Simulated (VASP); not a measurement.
# K (Im-3m) in VASP: further runs

Aim: see how the results for K move with the level of theory and the settings. Levels: LDA, r2SCAN. Tasks: single point.

Program: VASP 6.6.1. These are calculated values, not measurements. Logs are shortened: lines on timing, memory, paths and dates and some standing lists are left out, and cuts for length are marked.

## 1. The cell of the first run

Symmetry: Im-3m, No. 229, cubic system. Conventional cell: a = 5.322 Å, b = 5.322 Å, c = 5.322 Å, α = 90.00°, β = 90.00°, γ = 90.00°.

## 2. Single point, LDA

Contents of INCAR:

```
SYSTEM = K
PREC = Accurate ; ENCUT = 520
EDIFF = 1E-6 ; ISMEAR = -1
SIGMA = 0.05 ; LREAL = .FALSE.
LASPH = .TRUE. ; NELM = 60
ALGO = Normal ; ISIF = 2
LWAVE = .FALSE. ; LCHARG = .FALSE.
NBANDS = 10
```

Contents of KPOINTS:

```
regular mesh
0
G
  7 7 7
  0 0 0
```

Contents of POSCAR:

```
K
1.0
   -2.6611005540      2.6611005540      2.6611005540
    2.6611005540     -2.6611005540      2.6611005540
    2.6611005540      2.6611005540     -2.6611005540
K
1
Direct
    0.0000000000      0.0000000000      0.0000000000
```

Potentials or basis: VASP PAW LDA potentials, release 64 (K_sv).

Run with:

```
$ cat potpaw_LDA.64/K_sv/POTCAR > POTCAR
$ mpirun -np 1 vasp_std > vasp.out
```

OUTCAR:

```text
SYSTEM = K
   PREC = Accurate
   ENCUT = 520
   EDIFF = 1E-6
   ISMEAR = -1
   LREAL = .FALSE.
   LASPH = .TRUE.
   NELM = 60
   ISIF = 2

 ion  position               nearest neighbor table
   1  0.000  0.000  0.000-

  LATTYP: Found a body centered cubic cell.
 ALAT       =     5.3222011080

  Lattice vectors:

 A1 = (  -2.6611005540,   2.6611005540,   2.6611005540)
 A2 = (   2.6611005540,  -2.6611005540,   2.6611005540)
 A3 = (   2.6611005540,   2.6611005540,  -2.6611005540)

Analysis of symmetry for initial positions (statically):
=====================================================================
 Subroutine PRICEL returns:
 Original cell was already a primitive cell.

 Routine SETGRP: Setting up the symmetry group for a
 body centered cubic supercell.

 Subroutine GETGRP returns: Found 48 space group operations
 (whereof 48 operations were pure point group operations)
 out of a pool of 48 trial point group operations.

The static configuration has the point symmetry O_h .

Analysis of symmetry for dynamics (positions and initial velocities):
=====================================================================
 Subroutine PRICEL returns:
 Original cell was already a primitive cell.

 Routine SETGRP: Setting up the symmetry group for a
 body centered cubic supercell.

 Subroutine GETGRP returns: Found 48 space group operations
 (whereof 48 operations were pure point group operations)
 out of a pool of 48 trial point group operations.

The dynamic configuration has the point symmetry O_h .

 Subroutine INISYM returns: Found 48 space group operations
 (whereof 48 operations are pure point group operations),
 and found     1 'primitive' translations

----------------------------------------------------------------------------------------

                                     Primitive cell

  volume of cell :      75.3779

  direct lattice vectors                    reciprocal lattice vectors
    -2.661100554  2.661100554  2.661100554     0.000000000  0.187892186  0.187892186
     2.661100554 -2.661100554  2.661100554     0.187892186  0.000000000  0.187892186
     2.661100554  2.661100554 -2.661100554     0.187892186  0.187892186  0.000000000

  length of vectors
     4.609161364  4.609161364  4.609161364     0.265719678  0.265719678  0.265719678

  position of ions in fractional coordinates (direct lattice)
     0.000000000  0.000000000  0.000000000

  ion indices of the primitive-cell ions
[... 66 lines left out ...]
   LASPH  =      T    aspherical Exc in radial PAW
   ENCUT  =  520.0 eV  38.22 Ry    6.18 a.u.   8.57  8.57  8.57*2*pi/ulx,y,z
   NELM   =     60;   NELMIN=  2; NELMDL= -5     # of ELM steps
   EDIFF  = 0.1E-05   stopping-criterion for ELM
   LREAL  =      F    real-space projection
[... 7 lines left out ...]
   TEBEG  =    0.0;   TEEND  =   0.0 temperature during run
   PSTRESS=    0.0 pullay stress
   NELECT =       9.0000    total number of electrons
   NUPDOWN=      -1.0000    fix difference up-down
   EMIN   =  10.00;   EMAX   =-10.00  energy-range for DOS
   EFERMI =   0.00;   METHOD = LEGACY
   ISMEAR =    -1;   SIGMA  =   0.05  broadening in eV -4-tet -1-fermi 0-gaus
   EFERMI_NEDOS =   21; number of points for ismear=-14 and -15
   IALGO  =     38    algorithm
   IMIX   =      4    mixing-type and parameters
     AMIX     =   0.40;   BMIX     =  1.00
     AMIX_MAG =   1.60;   BMIX_MAG =  1.00
  volume/ion in A,a.u.               =      75.38       508.67
  Fermi-wavevector in a.u.,A,eV,Ry     =   0.806135  1.523374  8.841793  0.649853
  Thomas-Fermi vector in A             =   1.914511
   LORBIT       =      0    0 simple, 1 ext, 2 COOP (PROOUT), +10 PAW based schemes
   GGA     = CA    functional components
   LHFCALC =     F    Hartree Fock is set to
   AEXX    =    0.0000 exact exchange contribution
   IVDW    =     0    specifies the selected vdW correction
   LEPSILON=     F    determine dielectric tensor
   LRPA    =     F    only Hartree local field effects (RPA)
 non-spin polarized calculation
  energy-cutoff  :      520.00
  volume of cell :       75.38
 maximum number of plane-waves:      2040
 NGX is ok and might be reduce to    36
   NGX = 17   NGY = 17   NGZ = 17

 number of electron       9.0000001 magnetization

 Free energy of the ion-electron system (eV)
  ---------------------------------------------------
  ext. energy  EPLUGINS =         0.00000000
  ---------------------------------------------------
  free energy    TOTEN  =        -1.14850900 eV

  energy without entropy =       -1.14146158  energy(sigma->0) =       -1.14498529

 E-fermi :  -0.3664     XC(G=0):  -5.8068

 val. band max:       -0.4305369709   @ k =  -0.2857   0.4286   0.1429
 cond. band min:      -0.2353329312   @ k =  -0.4286   0.4286   0.1429
 fundamental gap:      0.1952040397
 Fermi energy:        -0.3664379176

 k-point     1 :       0.0000    0.0000    0.0000
  band No.  band energies     occupation
      1     -32.1965      2.00000
      2     -15.8778      2.00000
      3     -15.8778      2.00000
      4     -15.8778      2.00000
      5      -2.4881      2.00000
      6       3.7751      0.00000
      7       3.7751      0.00000
      8       3.7751      0.00000
      9       4.6931      0.00000
     10       4.6931      0.00000
[... 235 lines left out ...]
 k-point    20 :      -0.4286    0.4286    0.4286
  band No.  band energies     occupation
      1     -32.1898      2.00000
      2     -15.9243      2.00000
      3     -15.9223      2.00000
      4     -15.9223      2.00000
      5       1.0185      0.00000
      6       1.4288      0.00000
      7       2.9911      0.00000
      8       3.0097      0.00000
      9       3.0097      0.00000
     10       5.3442      0.00000

------------------------ aborting loop because EDIFF is reached ----------------------------------------

  FORCE on cell =-STRESS in cart. coord.  units (eV):
  Direction    XX          YY          ZZ          XY          YZ          ZX
  --------------------------------------------------------------------------------------
  -------------------------------------------------------------------------------------
  Total       -0.2583859     -0.2583859     -0.2583859     -0.0000000      0.0000000     -0.0000000
  in kB       -5.4920640     -5.4920640     -5.4920640     -0.0000000      0.0000000     -0.0000000
  external PRESSURE =      -5.4920640 kB  Pullay stress =       0.0000000 kB

 VOLUME and BASIS-vectors are now :
 -----------------------------------------------------------------------------
  energy-cutoff  :      520.00
  volume of cell :       75.38
      direct lattice vectors                 reciprocal lattice vectors
    -2.661100554  2.661100554  2.661100554     0.000000000  0.187892186  0.187892186
     2.661100554 -2.661100554  2.661100554     0.187892186  0.000000000  0.187892186
     2.661100554  2.661100554 -2.661100554     0.187892186  0.187892186  0.000000000

 POSITION                                       TOTAL-FORCE (eV/Angst)
 -----------------------------------------------------------------------------------
      0.00000      0.00000      0.00000         0.000000     -0.000000      0.000000
 -----------------------------------------------------------------------------------
    total drift:                               -0.000000     -0.000000      0.000000

  FREE ENERGIE OF THE ION-ELECTRON SYSTEM (eV)
  ---------------------------------------------------
  free  energy   TOTEN  =        -1.1485089988 eV

  energy  without entropy=       -1.1414615754  energy(sigma->0) =       -1.14498529
```

stdout:

```text
POSCAR found type information on POSCAR K
 POSCAR found :  1 types and       1 ions
 scaLAPACK will be used
 LDA part: xc-table for (Slater(with rela. corr.)+CA(PZ))
 , standard interpolation
 POSCAR, INCAR and KPOINTS ok, starting setup
 FFT: planning ... GRIDC
 FFT: planning ... GRID_SOFT
 FFT: planning ... GRID
 WAVECAR not read
 entering main loop
```

It took 28 s on 1 thread of AMD EPYC 7R13, shared host; peak memory 0.14 GiB.

Results:

```yaml
Free_energy: -1.1485 eV
Pressure: -0.5 GPa
```

## 3. Single point, LDA

This run uses another cell than the first one, of 76.95 Å³/atom, 1.021 times its volume.

Contents of INCAR:

```
SYSTEM = K
ALGO     = Fast           ! electronic algorithm
EDIFF    = 1E-6           ! SCF threshold, eV
ENCUT    = 520            ! plane-wave cutoff, eV
ISIF     = 2              ! what is computed and relaxed
ISMEAR   = -1             ! smearing method
LASPH    = .True.         ! aspherical terms in the spheres
LCHARG   = .False.        ! write CHGCAR
LREAL    = .False.        ! projectors in reciprocal space
LWAVE    = .False.        ! write WAVECAR
NBANDS   = 10             ! bands
NELM     = 60             ! most SCF steps
PREC     = Accurate       ! precision mode
SIGMA    = 0.05           ! smearing width, eV
```

Contents of KPOINTS:

```
k-points
0
Gamma
  7 7 7
  0 0 0
```

Contents of POSCAR:

```
K
1.0
   -2.6794535516      2.6794535516      2.6794535516
    2.6794535516     -2.6794535516      2.6794535516
    2.6794535516      2.6794535516     -2.6794535516
K
1
Direct
    0.0000000000      0.0000000000      0.0000000000
```

Potentials or basis: VASP PAW LDA potentials, release 64 (K_sv).

Run with:

```
$ cat potpaw_LDA.64/K_sv/POTCAR > POTCAR
$ mpirun -np 1 vasp_std > vasp.out
```

OUTCAR:

```text
SYSTEM = K
   EDIFF = 1E-6
   ENCUT = 520
   ISIF = 2
   ISMEAR = -1
   LASPH = .True.
   LREAL = .False.
   NELM = 60
   PREC = Accurate

 ion  position               nearest neighbor table
   1  0.000  0.000  0.000-

  LATTYP: Found a body centered cubic cell.
 ALAT       =     5.3589071032

  Lattice vectors:

 A1 = (  -2.6794535516,   2.6794535516,   2.6794535516)
 A2 = (   2.6794535516,  -2.6794535516,   2.6794535516)
 A3 = (   2.6794535516,   2.6794535516,  -2.6794535516)

Analysis of symmetry for initial positions (statically):
=====================================================================
 Subroutine PRICEL returns:
 Original cell was already a primitive cell.

 Routine SETGRP: Setting up the symmetry group for a
 body centered cubic supercell.

 Subroutine GETGRP returns: Found 48 space group operations
 (whereof 48 operations were pure point group operations)
 out of a pool of 48 trial point group operations.

The static configuration has the point symmetry O_h .

Analysis of symmetry for dynamics (positions and initial velocities):
=====================================================================
 Subroutine PRICEL returns:
 Original cell was already a primitive cell.

 Routine SETGRP: Setting up the symmetry group for a
 body centered cubic supercell.

 Subroutine GETGRP returns: Found 48 space group operations
 (whereof 48 operations were pure point group operations)
 out of a pool of 48 trial point group operations.

The dynamic configuration has the point symmetry O_h .

 Subroutine INISYM returns: Found 48 space group operations
 (whereof 48 operations are pure point group operations),
 and found     1 'primitive' translations

----------------------------------------------------------------------------------------

[... 107 lines left out ...]
  Fermi-wavevector in a.u.,A,eV,Ry     =   0.800613  1.512940  8.721084  0.640982
  Thomas-Fermi vector in A             =   1.907942
   LORBIT       =      0    0 simple, 1 ext, 2 COOP (PROOUT), +10 PAW based schemes
   GGA     = CA    functional components
   LHFCALC =     F    Hartree Fock is set to
   AEXX    =    0.0000 exact exchange contribution
   IVDW    =     0    specifies the selected vdW correction
   LEPSILON=     F    determine dielectric tensor
   LRPA    =     F    only Hartree local field effects (RPA)
 non-spin polarized calculation
 RMM-DIIS sequential band-by-band and
  energy-cutoff  :      520.00
  volume of cell :       76.95
 maximum number of plane-waves:      2093
   NGX = 17   NGY = 17   NGZ = 17

 number of electron       9.0000000 magnetization

 Free energy of the ion-electron system (eV)
  ---------------------------------------------------
  ext. energy  EPLUGINS =         0.00000000
  ---------------------------------------------------
  free energy    TOTEN  =        -1.14301891 eV

  energy without entropy =       -1.13590881  energy(sigma->0) =       -1.13946386

 E-fermi :  -0.4069     XC(G=0):  -5.7547

 val. band max:       -0.4708035225   @ k =  -0.2857   0.4286   0.1429
 cond. band min:      -0.2772644736   @ k =  -0.4286   0.4286   0.1429
 fundamental gap:      0.1935390489
 Fermi energy:        -0.4068902728

 k-point     1 :       0.0000    0.0000    0.0000
  band No.  band energies     occupation
      1     -32.2531      2.00000
      2     -15.9355      2.00000
      3     -15.9355      2.00000
      4     -15.9355      2.00000
      5      -2.5003      2.00000
      6       3.7134      0.00000
      7       3.7134      0.00000
      8       3.7134      0.00000
      9       4.6182      0.00000
     10       4.6182      0.00000
[... 235 lines left out ...]
 k-point    20 :      -0.4286    0.4286    0.4286
  band No.  band energies     occupation
      1     -32.2471      2.00000
      2     -15.9787      2.00000
      3     -15.9769      2.00000
      4     -15.9769      2.00000
      5       0.9788      0.00000
      6       1.3961      0.00000
      7       2.9037      0.00000
      8       2.9207      0.00000
      9       2.9207      0.00000
     10       5.1984      0.00000

------------------------ aborting loop because EDIFF is reached ----------------------------------------

  FORCE on cell =-STRESS in cart. coord.  units (eV):
  Direction    XX          YY          ZZ          XY          YZ          ZX
  --------------------------------------------------------------------------------------
  -------------------------------------------------------------------------------------
  Total       -0.2832931     -0.2832931     -0.2832931      0.0000000     -0.0000000      0.0000000
  in kB       -5.8985861     -5.8985861     -5.8985861      0.0000000     -0.0000000      0.0000000
  external PRESSURE =      -5.8985861 kB  Pullay stress =       0.0000000 kB

 VOLUME and BASIS-vectors are now :
 -----------------------------------------------------------------------------
  energy-cutoff  :      520.00
  volume of cell :       76.95
      direct lattice vectors                 reciprocal lattice vectors
    -2.679453552  2.679453552  2.679453552     0.000000000  0.186605213  0.186605213
     2.679453552 -2.679453552  2.679453552     0.186605213  0.000000000  0.186605213
     2.679453552  2.679453552 -2.679453552     0.186605213  0.186605213  0.000000000

 POSITION                                       TOTAL-FORCE (eV/Angst)
 -----------------------------------------------------------------------------------
      0.00000      0.00000      0.00000        -0.000000      0.000000      0.000000
 -----------------------------------------------------------------------------------
    total drift:                               -0.000000     -0.000000      0.000000

  FREE ENERGIE OF THE ION-ELECTRON SYSTEM (eV)
  ---------------------------------------------------
  free  energy   TOTEN  =        -1.1430189108 eV

  energy  without entropy=       -1.1359088053  energy(sigma->0) =       -1.13946386
```

OSZICAR:

```text
N       E                     dE             d eps       ncg     rms          rms(c)
DAV:   1     0.507455786769E+02    0.50746E+02   -0.36477E+03   400   0.695E+02
DAV:   2     0.955204154995E+00   -0.49790E+02   -0.48946E+02   420   0.208E+02
DAV:   3    -0.109752195373E+01   -0.20527E+01   -0.20489E+01   666   0.309E+01
DAV:   4    -0.114144685025E+01   -0.43925E-01   -0.43881E-01   522   0.400E+00
DAV:   5    -0.114376242021E+01   -0.23156E-02   -0.23152E-02   642   0.503E-01    0.196E+00
RMM:   6    -0.114311688574E+01    0.64553E-03   -0.94851E-04   537   0.207E-01    0.123E+00
RMM:   7    -0.114294054866E+01    0.17634E-03   -0.23248E-03   581   0.312E-01    0.688E-02
RMM:   8    -0.114299669478E+01   -0.56146E-04   -0.38948E-04   641   0.143E-01    0.240E-02
RMM:   9    -0.114301657350E+01   -0.19879E-04   -0.61752E-05   634   0.633E-02    0.120E-02
RMM:  10    -0.114301848826E+01   -0.19148E-05   -0.31173E-05   661   0.308E-02    0.527E-03
RMM:  11    -0.114301891083E+01   -0.42257E-06   -0.51320E-06   560   0.120E-02
   1 F= -.11430189E+01 E0= -.11394639E+01  d E =-.711011E-02
```

stdout:

```text
POSCAR found type information on POSCAR K
 POSCAR found :  1 types and       1 ions
 scaLAPACK will be used
 LDA part: xc-table for (Slater(with rela. corr.)+CA(PZ))
 , standard interpolation
 POSCAR, INCAR and KPOINTS ok, starting setup
 FFT: planning ... GRIDC
 FFT: planning ... GRID_SOFT
 FFT: planning ... GRID
 WAVECAR not read
 entering main loop
```

Run time: 36 s. Hardware: 1 thread of AMD EPYC 7R13, shared host; peak memory 0.14 GiB.

What came out:

```
Free energy : -1.1430 eV
Pressure    : -0.6 GPa
```

Levels at points of the mesh, in eV from the Fermi level:
```tsv
k point	band 1	band 2	band 3	band 4	band 5	band 6	band 7	band 8	band 9	band 10
(0.00, 0.00, 0.00)	-31.85	-15.53	-15.53	-15.53	-2.09	4.12	4.12	4.12	5.03	5.03
```

(Part 1 of 2 ends here.)
